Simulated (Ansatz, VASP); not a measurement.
## AlSn: VASP beside Ansatz

File INCAR:

```
PREC = Accurate
ENCUT = 500
EDIFF = 1E-6
ISMEAR = -4
SIGMA = 0.1
LREAL = F
LASPH = T
NELM = 120
ALGO = Normal
ISIF = 2
LWAVE = F
LCHARG = F
GGA = PE
NBANDS = 16
GGA_COMPAT = F
```

The input KPOINTS:

```
Automatic mesh
0
Gamma
  6 6 4
```

Contents of POSCAR:

```
AlSn
1.0
    4.1981056157      0.0000000000      0.0000000000
   -2.0990528078      3.6356661109      0.0000000000
    0.0000000000      0.0000000000      3.3068470000
Al Sn
1 1
Direct
    0.0000000000      0.0000000000      0.0000000000
    0.3333333333      0.6666666667      0.5000000000
```

Input for Ansatz:

```yaml
crystal:
  lattice:
    - [4.1981056157, 0.0, 0.0]
    - [-2.0990528078, 3.6356661109, 0.0]
    - [0.0, 0.0, 3.306847]
  atoms:
    - { symbol: Al, position: [0.0, 0.0, 0.0] }
    - { symbol: Sn, position: [0.3333333333, 0.6666666667, 0.5] }
basis:
  ecutwfc: 420
kpoints:
  mp_grid: { grid: [6, 6, 4] }
hamiltonian:
  xc: pbe
scf:
  occupations: { method: tetrahedron_uncorrected }
  mixing: { algorithm: broyden, beta: 0.29, preconditioner: kerker_dos }
  initial_density: { chi_scale: 0, normalization: atom }
  max_iter: 55
output:
  forces: true
  stress: true
  eigenvalues: true
```

Alike in both runs: task single point; functional PBE; k mesh 6 × 6 × 4; no spin polarisation.

|  | VASP | Ansatz |
| --- | --- | --- |
| version | VASP 6.6.1 | Ansatz 0.2.0 |
| potentials or method | VASP PAW PBE potentials, release 64 (Al, Sn_d), cutoff 500 eV | scalar-relativistic, plane waves, PAW |
| occupations | tetrahedron | tetrahedron-uncorrected |
| valence electrons in the cell | 17 | 17 |

|  | VASP | Ansatz | Ansatz less VASP |
| --- | --- | --- | --- |
| gap on the k mesh at the Fermi level (eV) | none | none | - |
| pressure (GPa) | 2.1 | 2.1 | +0.02 |
| traceless stress, the component that is largest in VASP (GPa) | 3.20 | 3.03 | -0.173 |

A gap of «none» marks a metal or a gap that the smearing closes. Ansatz's warnings: band table not solved further.

The k mesh is coarse, so the values compare programs but aren't converged.
